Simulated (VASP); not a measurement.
# AgCl (P6_3mc) in VASP: further runs, part 2 of 2

VASP 6.6.1. The steps go on from the part before.

### Step 5. Single point, r2SCAN (epitaxial xy strain -1.0%)

File POSCAR:

```
AgCl
1.0
    4.4745449669      0.0000000000      0.0000000000
   -2.2372724834      3.8750696117      0.0000000000
    0.0000000000      0.0000000000      5.7889515629
Ag Cl
2 2
Direct
    0.3333333333      0.6666666667     -0.0622203148
    0.6666666667      0.3333333333      0.4377796852
    0.3333333333      0.6666666667      0.4372203148
    0.6666666667      0.3333333333      0.9372203148
```

File INCAR.step1:

```
ALGO     = Normal         # electronic algorithm
EDIFF    = 1E-4           # SCF threshold, eV
ENCUT    = 520            # plane-wave cutoff, eV
GGA      = PE             # functional
ISMEAR   = 0              # smearing method
LASPH    = True           # aspherical terms in the spheres
LCHARG   = False          # write CHGCAR
LREAL    = False          # projectors in reciprocal space
LWAVE    = True           # write WAVECAR
NBANDS   = 26             # bands
NELM     = 100            # most SCF steps
PREC     = Accurate       # precision mode
SIGMA    = 0.01           # smearing width, eV
```

File INCAR.step2:

```
ALGO     = Normal         # electronic algorithm
EDIFF    = 1E-6           # SCF threshold, eV
ENCUT    = 520            # plane-wave cutoff, eV
ISIF     = 2              # what is computed and relaxed
ISMEAR   = 0              # smearing method
ISTART   = 1            
LASPH    = True           # aspherical terms in the spheres
LCHARG   = False          # write CHGCAR
LMIXTAU  = True         
LREAL    = False          # projectors in reciprocal space
LWAVE    = False          # write WAVECAR
METAGGA  = R2SCAN         # meta-GGA
NBANDS   = 26             # bands
NELM     = 100            # most SCF steps
PREC     = Accurate       # precision mode
SIGMA    = 0.01           # smearing width, eV
```

File KPOINTS:

```
k-points
0
Gamma
  6 6 4
```

Run with:

```
$ cat potpaw_PBE.64/Ag/POTCAR potpaw_PBE.64/Cl/POTCAR > POTCAR
$ cp INCAR.step1 INCAR
$ mpirun -np 1 vasp_std > vasp.out
$ cp INCAR.step2 INCAR
$ mpirun -np 1 vasp_std > vasp.out
```

Run time: 2.5 min. Hardware: 1 thread of Intel Xeon Platinum 8488C (Sapphire Rapids), shared host; peak memory 0.27 GiB.

It converged, with:

```
Free energy            : -57.1360 eV
Pressure               : 0.4 GPa
Band gap on the k mesh : 1.72 eV, direct
```

Stress tensor (GPa, compression positive):
```
 0.55  0.00  0.00
 0.00  0.55  0.00
 0.00  0.00 -0.02
```

Levels at points of the mesh, in eV from the valence-band top:
| k point | band 14 | band 15 | band 16 | band 17 | band 18 | band 19 | band 20 | band 21 | band 22 | band 23 |
| --- | --- | --- | --- | --- | --- | --- | --- | --- | --- | --- |
| (0.00, 0.00, 0.00) | -1.64 | -0.28 | -0.28 | 0.00 | 0.00 | 1.72 | 3.52 | 7.95 | 7.95 | 8.60 |
| (0.50, 0.00, 0.00) | -1.47 | -1.45 | -1.43 | -1.42 | -1.07 | 4.56 | 4.87 | 6.43 | 7.60 | 9.17 |
| (0.00, 0.00, 0.50) | -1.07 | -0.10 | -0.10 | -0.10 | -0.10 | 3.71 | 3.71 | 7.88 | 7.88 | 7.88 |
| (0.50, 0.00, 0.50) | -1.67 | -1.19 | -1.19 | -0.24 | -0.24 | 5.18 | 5.18 | 6.72 | 6.72 | 8.13 |

Caveat: the cell differs from its parent crystal (epitaxial xy strain -1.0%); the PAW data sets were made with another functional, which shifts forces and pressure a little.

### Step 6. Single point, r2SCAN

This run uses another cell than the first one, of 25.31 Å³/atom, 0.997 times its volume.

File POSCAR:

```
AgCl
1.0
    4.5197423908      0.0000000000      0.0000000000
   -2.2598711954      3.9142117290      0.0000000000
    0.0000000000      0.0000000000      5.7224980680
Ag Cl
2 2
Direct
    0.3333333333      0.6666666667     -0.0622203148
    0.6666666667      0.3333333333      0.4377796852
    0.3333333333      0.6666666667      0.4372203148
    0.6666666667      0.3333333333      0.9372203148
```

File INCAR.step1:

```
PREC = Accurate ; ENCUT = 520
ISMEAR = 0 ; SIGMA = 0.01
LREAL = F ; LASPH = T
NELM = 80 ; NBANDS = 26
GGA = PE ; ALGO = Normal
EDIFF = 1E-4 ; LWAVE = T
LCHARG = F
```

File INCAR.step2:

```
PREC = Accurate ; ENCUT = 520
EDIFF = 1E-6 ; ISMEAR = 0
SIGMA = 0.01 ; LREAL = F
LASPH = T ; NELM = 80
ALGO = Normal ; ISIF = 2
LWAVE = F ; LCHARG = T
METAGGA = R2SCAN ; LMIXTAU = T
LELF = T ; LVHAR = T
NBANDS = 26 ; ISTART = 1
```

File KPOINTS:

```
Automatic mesh
0
Gamma
  6 6 4
```

Potentials or basis: VASP PAW PBE potentials, release 64 (Ag, Cl).

Run with:

```
$ cat potpaw_PBE.64/Ag/POTCAR potpaw_PBE.64/Cl/POTCAR > POTCAR
$ cp INCAR.step1 INCAR
$ mpirun -np 1 vasp_std > vasp.out
$ cp INCAR.step2 INCAR
$ mpirun -np 1 vasp_std > vasp.out
```

OUTCAR:

```text
PREC = Accurate
   ENCUT = 520
   EDIFF = 1E-6
   ISMEAR = 0
   LREAL = F
   LASPH = T
   NELM = 80
   ISIF = 2
   METAGGA = R2SCAN
   ISTART = 1

 ion  position               nearest neighbor table
   1  0.333  0.667  0.938-   4 2.61   4 2.61   4 2.61   3 2.86   3 2.86
   2  0.667  0.333  0.438-   3 2.61   3 2.61   3 2.61   4 2.86   4 2.86
   3  0.333  0.667  0.437-   2 2.61   2 2.61   2 2.61   1 2.86   1 2.86
   4  0.667  0.333  0.937-   1 2.61   1 2.61   1 2.61   2 2.86   2 2.86

  LATTYP: Found a hexagonal cell.
 ALAT       =     4.5197423908
 C/A-ratio  =     1.2661115553

  Lattice vectors:

 A1 = (   4.5197423908,   0.0000000000,   0.0000000000)
 A2 = (  -2.2598711954,   3.9142117290,   0.0000000000)
 A3 = (   0.0000000000,   0.0000000000,   5.7224980680)

Analysis of symmetry for initial positions (statically):
=====================================================================
 Subroutine PRICEL returns:
 Original cell was already a primitive cell.

 Routine SETGRP: Setting up the symmetry group for a
 hexagonal supercell.

 Subroutine GETGRP returns: Found 12 space group operations
 (whereof  6 operations were pure point group operations)
 out of a pool of 24 trial point group operations.

The static configuration has the point symmetry C_3v.
 The point group associated with its full space group is C_6v.

Analysis of symmetry for dynamics (positions and initial velocities):
=====================================================================
 Subroutine PRICEL returns:
 Original cell was already a primitive cell.

 Routine SETGRP: Setting up the symmetry group for a
 hexagonal supercell.

 Subroutine GETGRP returns: Found 12 space group operations
 (whereof  6 operations were pure point group operations)
[... 118 lines left out ...]
   ISMEAR =     0;   SIGMA  =   0.01  broadening in eV -4-tet -1-fermi 0-gaus
   EFERMI_NEDOS =   21; number of points for ismear=-14 and -15
   IALGO  =     38    algorithm
   IMIX   =      4    mixing-type and parameters
     AMIX     =   0.40;   BMIX     =  1.00
     AMIX_MAG =   1.60;   BMIX_MAG =  1.00
  volume/ion in A,a.u.               =      25.31       170.80
  Fermi-wavevector in a.u.,A,eV,Ry     =   1.159830  2.191761 18.302643  1.345206
  Thomas-Fermi vector in A             =   2.296419
   LORBIT       =      0    0 simple, 1 ext, 2 COOP (PROOUT), +10 PAW based schemes
   METAGGA = R2SCAN    functional components
   LHFCALC =     F    Hartree Fock is set to
   AEXX    =    0.0000 exact exchange contribution
   IVDW    =     0    specifies the selected vdW correction
   LEPSILON=     F    determine dielectric tensor
   LRPA    =     F    only Hartree local field effects (RPA)
 non-spin polarized calculation
 Gauss-broadening in eV      SIGMA  =   0.01
  energy-cutoff  :      520.00
  volume of cell :      101.24
 maximum number of plane-waves:      2763
 NGX is ok and might be reduce to    36
   NGX = 17   NGY = 17   NGZ = 21

 number of electron      35.9999989 magnetization

 Free energy of the ion-electron system (eV)
  ---------------------------------------------------
  ext. energy  EPLUGINS =         0.00000000
  ---------------------------------------------------
  free energy    TOTEN  =       -57.13945512 eV

  energy without entropy =      -57.13945512  energy(sigma->0) =      -57.13945512

 E-fermi :   1.8797     XC(G=0):  -9.4008

 val. band max:        1.8199521706   @ k =   0.3333   0.3333   0.5000
 cond. band min:       3.5878013445   @ k =   0.0000   0.0000   0.0000
 fundamental gap:      1.7678491739
 Fermi energy:         1.8797298841

 k-point     1 :       0.0000    0.0000    0.0000
  band No.  band energies     occupation
      1     -13.6380      2.00000
      2     -13.2635      2.00000
      3      -2.4302      2.00000
      4      -2.4302      2.00000
      5      -2.2096      2.00000
      6      -2.2096      2.00000
[... 598 lines left out ...]
     25      11.8282      0.00000
     26      11.8282      0.00000

------------------------ aborting loop because EDIFF is reached ----------------------------------------

  FORCE on cell =-STRESS in cart. coord.  units (eV):
  Direction    XX          YY          ZZ          XY          YZ          ZX
  --------------------------------------------------------------------------------------
  -------------------------------------------------------------------------------------
  Total       -0.0524172     -0.0524172     -0.0543983      0.0000000      0.0000000      0.0000000
  in kB       -0.8295462     -0.8295462     -0.8608994      0.0000000      0.0000000      0.0000000
  external PRESSURE =      -0.8399972 kB  Pullay stress =       0.0000000 kB

 VOLUME and BASIS-vectors are now :
 -----------------------------------------------------------------------------
  energy-cutoff  :      520.00
  volume of cell :      101.24
      direct lattice vectors                 reciprocal lattice vectors
     4.519742391  0.000000000  0.000000000     0.221251548  0.127739641  0.000000000
    -2.259871195  3.914211729  0.000000000     0.000000000  0.255479281  0.000000000
     0.000000000  0.000000000  5.722498068     0.000000000  0.000000000  0.174748858

 POSITION                                       TOTAL-FORCE (eV/Angst)
 -----------------------------------------------------------------------------------
     -0.00000      2.60947      5.36644        -0.000000      0.000000     -0.001946
      2.25987      1.30474      2.50519         0.000000     -0.000000     -0.001946
     -0.00000      2.60947      2.50199        -0.000000      0.000000      0.001946
      2.25987      1.30474      5.36324         0.000000      0.000000      0.001946
 -----------------------------------------------------------------------------------
    total drift:                               -0.000000      0.000000      0.000246

  FREE ENERGIE OF THE ION-ELECTRON SYSTEM (eV)
  ---------------------------------------------------
  free  energy   TOTEN  =       -57.1394551197 eV

  energy  without entropy=      -57.1394551197  energy(sigma->0) =      -57.13945512
```

OSZICAR.step1:

```text
N       E                     dE             d eps       ncg     rms          rms(c)
DAV:   1     0.236077122355E+03    0.23608E+03   -0.17047E+04  1092   0.125E+03
DAV:   2     0.326110103243E+01   -0.23282E+03   -0.22273E+03  1224   0.272E+02
DAV:   3    -0.110400227135E+02   -0.14301E+02   -0.14192E+02  1290   0.679E+01
DAV:   4    -0.112211853151E+02   -0.18116E+00   -0.18100E+00  1208   0.838E+00
DAV:   5    -0.112242759950E+02   -0.30907E-02   -0.30905E-02  1322   0.113E+00    0.824E+00
DAV:   6    -0.108481294401E+02    0.37615E+00   -0.68230E-01  1224   0.813E+00    0.562E+00
DAV:   7    -0.108454932194E+02    0.26362E-02   -0.32306E-01  1130   0.309E+00    0.238E+00
DAV:   8    -0.108427860527E+02    0.27072E-02   -0.15758E-02  1186   0.101E+00    0.454E-01
DAV:   9    -0.108434455620E+02   -0.65951E-03   -0.35258E-03  1176   0.513E-01    0.677E-02
DAV:  10    -0.108437054526E+02   -0.25989E-03   -0.22247E-04  1020   0.934E-02    0.434E-02
DAV:  11    -0.108438609704E+02   -0.15552E-03   -0.13198E-04   982   0.611E-02    0.168E-02
DAV:  12    -0.108438657801E+02   -0.48098E-05   -0.65295E-06   738   0.176E-02
   1 F= -.10843866E+02 E0= -.10843866E+02  d E =-.180326E-29
```

Wall time 2.6 min (1 thread of Intel Xeon Platinum 8488C (Sapphire Rapids), shared host); peak memory 0.26 GiB.

Results:

```yaml
Free_energy: -57.1395 eV
Pressure: -0.1 GPa
Band_gap_on_the_k_mesh: 1.77 eV, indirect (least direct gap 1.78 eV)
```

Levels at points of the mesh, in eV from the valence-band top:
```tsv
k point	band 16	band 17	band 18	band 19	band 20	band 21
(0.00, 0.00, 0.00)	-0.30	-0.01	-0.01	1.77	3.55	7.95
(0.50, 0.00, 0.00)	-1.40	-1.38	-1.02	4.54	4.87	6.40
(0.00, 0.00, 0.50)	-0.11	-0.11	-0.11	3.84	3.84	7.85
(0.50, 0.00, 0.50)	-1.12	-0.13	-0.13	5.24	5.24	6.77
```

Caveat: the PAW data sets were made with another functional, which shifts forces and pressure a little. r2SCAN opens gaps a little over a GGA but as a rule still falls short of measured ones.

### Step 7. Summary

| level | cell | smearing | gap on the mesh (eV) | pressure (GPa) |
| --- | --- | --- | --- | --- |
| PBE | a = 4.542, b = 4.542, c = 5.681 Å, angles 90.0, 90.0, 120.0°, 4 atoms | fermi-dirac 0.02 eV | 1.32 | 1.0 |
| PBE | a = 4.520, b = 4.520, c = 5.894 Å, angles 90.0, 90.0, 120.0°, 4 atoms | fermi-dirac 0.02 eV | 1.35 | 0.2 |
| PBE | a = 4.633, b = 4.633, c = 5.866 Å, angles 90.0, 90.0, 120.0°, 4 atoms | fermi-dirac 0.02 eV | 1.41 | -1.3 |
| r2SCAN | a = 4.475, b = 4.475, c = 5.789 Å, angles 90.0, 90.0, 120.0°, 4 atoms | gaussian 0.01 eV | 1.72 | 0.4 |
| r2SCAN | a = 4.520, b = 4.520, c = 5.722 Å, angles 90.0, 90.0, 120.0°, 4 atoms | gaussian 0.01 eV | 1.77 | -0.1 |

Alike in all rows: task single point; potentials or basis VASP PAW PBE potentials, release 64 (Ag, Cl); no spin polarisation; k mesh 6 × 6 × 4; cutoff (eV) 520.

Caveats: the PAW data sets were made with another functional, which shifts forces and pressure a little (some runs).

Total energies depend on the potentials used, so only differences within one code and one set of settings carry meaning.
